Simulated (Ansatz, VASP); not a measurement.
**SnBi3O in VASP and in Ansatz**

```
Sn Bi O
1.0
     5.05924    0.00000    0.00000
     0.00000    5.05924    0.00000
     0.00000    0.00000    5.05924
Sn Bi O
1 3 1
Cartesian
  0.0000 0.0000 0.0000
  2.5296 2.5296 0.0000
  0.0000 2.5296 2.5296
  2.5296 0.0000 2.5296
  2.5296 2.5296 2.5296
```

Change from the starting cell: species swapped into the Sr3BiN type (Pm-3m, No. 221).

Alike in both runs: functional PBE; k mesh 4 × 4 × 4; occupations gaussian, width 0.1 eV; no spin polarisation.

Ansatz relaxed the structure, and its values are those at the end. VASP's run is a single point on that final structure, the one shown.

```csv
,VASP,Ansatz
version,VASP 6.6.1,Ansatz 0.2.0
potentials or method,"VASP PAW PBE potentials, release 64 (Sn_d, Bi_d, O), cutoff 520 eV","scalar-relativistic, plane waves, PAW"
valence electrons in the cell,65,65
```

```csv
,VASP,Ansatz,Ansatz less VASP
gap on the k mesh at the Fermi level (eV),none,none,-
pressure (GPa),-0.2,-0.1,+0.04
```

A gap of «none» marks a metal or a gap that the smearing closes. The functional is the same, so the differences come from potentials, cutoffs and numerics.

Spin-orbit coupling is off throughout.
